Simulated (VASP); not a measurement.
## W4C4N: single point with PBE+D3(BJ)

The system is W4C4N, a slab with vacuum.

```
W C N
1.0
     5.71026    0.00000    0.00000
    -2.85513    4.94523    0.00000
     0.00000    0.00000   15.20453
W C N
8 8 2
Direct
  0.00000 0.00000 0.06577
  0.00009 0.00003 0.25655
  0.00000 0.50000 0.06577
  0.00011 0.50008 0.25659
  0.50000 0.00000 0.06577
  0.50017 0.00015 0.25655
  0.50000 0.50000 0.06577
  0.50008 0.50010 0.25654
  0.33339 0.16669 0.15256
  0.33313 0.16644 0.33156
  0.33334 0.66667 0.15261
  0.33348 0.66663 0.33162
  0.83335 0.16670 0.15256
  0.83350 0.16644 0.33155
  0.83333 0.66663 0.15256
  0.83332 0.66653 0.33156
  0.62452 0.26031 0.52288
  0.72603 0.48292 0.52450
```

```json
{
  "Program": "VASP 6.6.1",
  "Task": "single point",
  "Functional": "PBE",
  "Dispersion": "D3(BJ)",
  "Potentials or basis": "VASP PAW PBE potentials, release 64 (W_sv, C, N)",
  "Cutoff": "520 eV",
  "k mesh": "2 × 2 × 1",
  "Occupations": "fermi-dirac, width 0.05 eV",
  "Spin": "no spin polarisation"
}
```

* Largest force: 1.756 eV/Å
* Band gap on the k mesh: zero (bands 77 and 78 overlap by 0.33 eV)
* Dispersion energy per atom: -0.280 eV

Forces on the atoms (eV/Å):
```
W    0.001 -0.003 -0.038
W    0.001  0.003 -0.045
W    0.003  0.000 -0.036
W   -0.002  0.004 -0.050
W    0.002  0.000 -0.035
W   -0.008 -0.002 -0.029
W   -0.001  0.000 -0.039
W    0.007 -0.005 -0.038
C   -0.001  0.001 -0.008
C   -0.003 -0.003  0.084
C    0.000 -0.001 -0.018
C   -0.003  0.004  0.095
C    0.001  0.001 -0.009
C    0.001  0.000  0.097
C    0.001  0.002 -0.011
C   -0.001  0.001  0.087
N    0.089 -1.754 -0.041
N   -0.086  1.752  0.034
```

Levels at points of the mesh, in eV from the Fermi level:
```
           k point  band 77  band 78  band 79  band 80  band 81  band 82
(0.00, 0.00, 0.00)     0.30     0.30     0.94     1.56     1.57     1.60
(0.50, 0.00, 0.00)    -0.64    -0.03    -0.02     1.02     1.03     1.41
(0.00, 0.50, 0.00)    -0.63    -0.03    -0.03     1.02     1.02     1.41
(0.50, 0.50, 0.00)    -0.64    -0.03    -0.02     1.02     1.02     1.41
```

Run time: 7.2 min on 1 thread of AMD EPYC 9R45 (Zen 5) (shared host), peak memory 0.47 GiB.

Caveat: the k points lie up to 0.64 Å⁻¹ apart; the standard files for N, O and F lose accuracy on very short bonds; spin-orbit coupling is left out, which moves the levels of the heavy elements.
